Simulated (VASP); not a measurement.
# Al (P6_3/mmc) in VASP: further runs, part 2 of 2

VASP 6.6.1. The steps go on from the part before.

## (4) Single point, RPBE (18.89 Å³/atom)

This run uses another cell than the first one, of 18.89 Å³/atom.

Input file INCAR:

```
SYSTEM = Al
ALGO     = Normal         ! electronic algorithm
EDIFF    = 1E-7           ! SCF threshold, eV
ENCUT    = 520            ! plane-wave cutoff, eV
GGA      = RP             ! functional
ISIF     = 2              ! what is computed and relaxed
ISMEAR   = -1             ! smearing method
LASPH    = .TRUE.         ! aspherical terms in the spheres
LCHARG   = .TRUE.         ! write CHGCAR
LELF     = .TRUE.         ! ELF
LREAL    = .FALSE.        ! projectors in reciprocal space
LVHAR    = .TRUE.       
LWAVE    = .FALSE.        ! write WAVECAR
NBANDS   = 14             ! bands
NELM     = 100            ! most SCF steps
PREC     = Accurate       ! precision mode
SIGMA    = 0.1            ! smearing width, eV
```

Input file KPOINTS:

```
k-points
0
G
  14 14 4
  0 0 0
```

Input file POSCAR:

```
Al
1.0
    2.9735425774      0.0000000000      0.0000000000
   -1.4867712887      2.5751634113      0.0000000000
    0.0000000000      0.0000000000      9.8674117359
Al
4
Direct
    0.0000000000      1.0000000000      0.0000000000
    0.0000000000      1.0000000000      0.5000000000
    0.3333333333      0.6666666667      0.2500000000
    0.6666666667      0.3333333333      0.7500000000
```

Potentials or basis: VASP PAW PBE potentials, release 64 (Al).

On the command line:

```
$ cat potpaw_PBE.64/Al/POTCAR > POTCAR
$ mpirun -np 1 vasp_std > vasp.out
```

OUTCAR:

```text
SYSTEM = Al
   EDIFF = 1E-7
   ENCUT = 520
   GGA = RP
   ISIF = 2
   ISMEAR = -1
   LASPH = .TRUE.
   LREAL = .FALSE.
   NELM = 100
   PREC = Accurate

 ion  position               nearest neighbor table
   1  0.000  0.000  0.000-   3 3.01   4 3.01   4 3.01   3 3.01   4 3.01   3 3.01
   2  0.000  0.000  0.500-   3 3.01   4 3.01   4 3.01   3 3.01   4 3.01   3 3.01
   3  0.333  0.667  0.250-   1 3.01   2 3.01   1 3.01   2 3.01   1 3.01   2 3.01
   4  0.667  0.333  0.750-   1 3.01   2 3.01   1 3.01   2 3.01   1 3.01   2 3.01

  LATTYP: Found a hexagonal cell.
 ALAT       =     2.9735425774
 C/A-ratio  =     3.3184027062

  Lattice vectors:

 A1 = (   2.9735425774,   0.0000000000,   0.0000000000)
 A2 = (  -1.4867712887,   2.5751634113,   0.0000000000)
 A3 = (   0.0000000000,   0.0000000000,   9.8674117359)

Analysis of symmetry for initial positions (statically):
=====================================================================
 Subroutine PRICEL returns:
 Original cell was already a primitive cell.

 Routine SETGRP: Setting up the symmetry group for a
 hexagonal supercell.

 Subroutine GETGRP returns: Found 24 space group operations
 (whereof 12 operations were pure point group operations)
 out of a pool of 24 trial point group operations.

The static configuration has the point symmetry D_3d.
 The point group associated with its full space group is D_6h.

Analysis of symmetry for dynamics (positions and initial velocities):
=====================================================================
 Subroutine PRICEL returns:
 Original cell was already a primitive cell.

 Routine SETGRP: Setting up the symmetry group for a
 hexagonal supercell.

 Subroutine GETGRP returns: Found 24 space group operations
 (whereof 12 operations were pure point group operations)
 out of a pool of 24 trial point group operations.

The dynamic configuration has the point symmetry D_3d.
 The point group associated with its full space group is D_6h.

 Subroutine INISYM returns: Found 24 space group operations
 (whereof 12 operations are pure point group operations),
 and found     1 'primitive' translations

----------------------------------------------------------------------------------------

                                     Primitive cell

  volume of cell :      75.5583

  direct lattice vectors                    reciprocal lattice vectors
     2.973542577  0.000000000  0.000000000     0.336299203  0.194162436  0.000000000
    -1.486771289  2.575163411  0.000000000     0.000000000  0.388324871  0.000000000
     0.000000000  0.000000000  9.867411736     0.000000000  0.000000000  0.101343699

  length of vectors
     2.973542577  2.973542577  9.867411736     0.388324871  0.388324871  0.101343699

  position of ions in fractional coordinates (direct lattice)
     0.000000000  0.000000000  0.000000000
     0.000000000  0.000000000  0.500000000
     0.333333333  0.666666667  0.250000000
     0.666666667  0.333333333  0.750000000

  ion indices of the primitive-cell ions
   primitive index   ion index
                 1           1
                 2           2
                 3           3
                 4           4

----------------------------------------------------------------------------------------

 KPOINTS: k-points

Automatic generation of k-mesh.
[... 52 lines left out ...]
   dimension x,y,z NGXF=    48 NGYF=   48 NGZF=  160
   ions per type =               4
   NGX,Y,Z   is equivalent  to a cutoff of  13.42, 13.42, 13.48 a.u.
   NGXF,Y,Z  is equivalent  to a cutoff of  26.84, 26.84, 26.96 a.u.
 SYSTEM =  Al
   PREC   = accura    normal or accurate (medium, high low for compatibility)
   ISTART =      0    job   : 0-new  1-cont  2-samecut
   ICHARG =      2    charge: 1-file 2-atom 10-const
   ISPIN  =      1    spin polarized calculation?
   LNONCOLLINEAR =      F non collinear calculations
   LSORBIT =      F    spin-orbit coupling
   LASPH  =      T    aspherical Exc in radial PAW
   ENCUT  =  520.0 eV  38.22 Ry    6.18 a.u.   5.53  5.53 18.35*2*pi/ulx,y,z
   NELM   =    100;   NELMIN=  2; NELMDL= -5     # of ELM steps
   EDIFF  = 0.1E-06   stopping-criterion for ELM
   LREAL  =      F    real-space projection
   EDIFFG = 0.1E-05   stopping-criterion for IOM
   NSW    =      0    number of steps for IOM
   IBRION =     -1    ionic relax: 0-MD 1-quasi-New 2-CG
   NFREE  =      0    steps in history (QN), initial steepest desc. (CG)
   ISIF   =      2    stress and relaxation
   ISYM   =      2    0-nonsym 1-usesym 2-fastsym
   POTIM  = 0.5000    time-step for ionic-motion
   TEBEG  =    0.0;   TEEND  =   0.0 temperature during run
   PSTRESS=    0.0 pullay stress
   NELECT =      12.0000    total number of electrons
   NUPDOWN=      -1.0000    fix difference up-down
   EMIN   =  10.00;   EMAX   =-10.00  energy-range for DOS
   EFERMI =   0.00;   METHOD = LEGACY
   ISMEAR =    -1;   SIGMA  =   0.10  broadening in eV -4-tet -1-fermi 0-gaus
   EFERMI_NEDOS =   21; number of points for ismear=-14 and -15
   IALGO  =     38    algorithm
   IMIX   =      4    mixing-type and parameters
     AMIX     =   0.40;   BMIX     =  1.00
     AMIX_MAG =   1.60;   BMIX_MAG =  1.00
  volume/ion in A,a.u.               =      18.89       127.47
  Fermi-wavevector in a.u.,A,eV,Ry     =   0.886559  1.675354 10.694010  0.785988
  Thomas-Fermi vector in A             =   2.007742
   LORBIT       =      0    0 simple, 1 ext, 2 COOP (PROOUT), +10 PAW based schemes
   GGA     = RP    functional components
   LHFCALC =     F    Hartree Fock is set to
   AEXX    =    0.0000 exact exchange contribution
   IVDW    =     0    specifies the selected vdW correction
   LEPSILON=     F    determine dielectric tensor
   LRPA    =     F    only Hartree local field effects (RPA)
 non-spin polarized calculation
  energy-cutoff  :      520.00
  volume of cell :       75.56
 maximum number of plane-waves:      2089
 NGX is ok and might be reduce to    24
   NGX = 11   NGY = 11   NGZ = 37

 number of electron      12.0000000 magnetization

 Free energy of the ion-electron system (eV)
  ---------------------------------------------------
  ext. energy  EPLUGINS =         0.00000000
  ---------------------------------------------------
  free energy    TOTEN  =       -13.81372462 eV

  energy without entropy =      -13.75178570  energy(sigma->0) =      -13.78275516

 E-fermi :   6.7611     XC(G=0):  -9.6648

 val. band max:        6.7603910895   @ k =   0.2857   0.0714   0.2500
 cond. band min:       6.7843225748   @ k =   0.2857   0.2143   0.0000
 fundamental gap:      0.0239314853
 Fermi energy:         6.7610947450

 k-point     1 :       0.0000    0.0000    0.0000
  band No.  band energies     occupation
      1      -3.4863      2.00000
      2      -1.9751      2.00000
      3      -1.9707      2.00000
      4       2.3821      2.00000
      5       2.5912      2.00000
      6       9.6493      0.00000
      7       9.6579      0.00000
      8      16.6245      0.00000
      9      16.6245      0.00000
     10      16.9162      0.00000
     11      16.9162      0.00000
     12      17.9316      0.00000
     13      17.9388      0.00000
     14      18.0296      0.00000
[... 377 lines left out ...]
      1       3.2330      2.00000
      2       3.3824      2.00000
      3       4.4631      2.00000
      4       4.6153      2.00000
      5       4.7955      2.00000
      6       4.8782      2.00000
      7       5.0912      2.00000
      8       6.3011      1.98009
      9       6.3623      1.96361
     10       8.8243      0.00000
     11       9.0413      0.00000
     12       9.3087      0.00000
     13       9.5096      0.00000
     14      10.6691      0.00000

 [... further k-points ...]

------------------------ aborting loop because EDIFF is reached ----------------------------------------

  FORCE on cell =-STRESS in cart. coord.  units (eV):
  Direction    XX          YY          ZZ          XY          YZ          ZX
  --------------------------------------------------------------------------------------
  -------------------------------------------------------------------------------------
  Total       -3.2466846     -3.2466846     -2.8523967      0.0000000     -0.0000000      0.0000000
  in kB      -68.8443777    -68.8443777    -60.4836930      0.0000000     -0.0000000      0.0000000
  external PRESSURE =     -66.0574828 kB  Pullay stress =       0.0000000 kB

 VOLUME and BASIS-vectors are now :
 -----------------------------------------------------------------------------
  energy-cutoff  :      520.00
  volume of cell :       75.56
      direct lattice vectors                 reciprocal lattice vectors
     2.973542577  0.000000000  0.000000000     0.336299203  0.194162436  0.000000000
    -1.486771289  2.575163411  0.000000000     0.000000000  0.388324871  0.000000000
     0.000000000  0.000000000  9.867411736     0.000000000  0.000000000  0.101343699

 POSITION                                       TOTAL-FORCE (eV/Angst)
 -----------------------------------------------------------------------------------
      0.00000      0.00000      0.00000         0.000000      0.000000      0.000000
      0.00000      0.00000      4.93371         0.000000      0.000000      0.000000
     -0.00000      1.71678      2.46685        -0.000000     -0.000000     -0.000000
      1.48677      0.85839      7.40056         0.000000      0.000000      0.000000
 -----------------------------------------------------------------------------------
    total drift:                               -0.000000      0.000000      0.000000

  FREE ENERGIE OF THE ION-ELECTRON SYSTEM (eV)
  ---------------------------------------------------
  free  energy   TOTEN  =       -13.8137246213 eV

  energy  without entropy=      -13.7517857037  energy(sigma->0) =      -13.78275516
```

Wall time 71 s (1 thread of Intel Xeon 8259CL, shared host); peak memory 0.22 GiB.

Results:

```
Free energy            : -13.8137 eV
Pressure               : -6.6 GPa
Band gap on the k mesh : zero (bands 6 and 7 overlap by 5.11 eV)
```

Caveat: the cell stands under tension; the PAW data sets were made with another functional, which shifts forces and pressure a little.

## (5) The runs side by side

| cell | gap on the mesh (eV) | pressure (GPa) |
| --- | --- | --- |
| a = 2.901, b = 2.901, c = 9.627 Å, angles 90.0, 90.0, 120.0°, 4 atoms | none | -2.8 |
| a = 2.938, b = 2.938, c = 9.749 Å, angles 90.0, 90.0, 120.0°, 4 atoms | none | -5.0 |
| a = 2.974, b = 2.974, c = 9.867 Å, angles 90.0, 90.0, 120.0°, 4 atoms | none | -6.6 |

Alike in all rows: task single point; level RPBE; potentials or basis VASP PAW PBE potentials, release 64 (Al); no spin polarisation; k mesh 14 × 14 × 4; cutoff (eV) 520; smearing fermi-dirac 0.1 eV.

Caveats: the PAW data sets were made with another functional, which shifts forces and pressure a little; the cell stands under tension (at least some runs).

Total energies depend on the potentials used, so only differences within one code and one set of settings carry meaning.
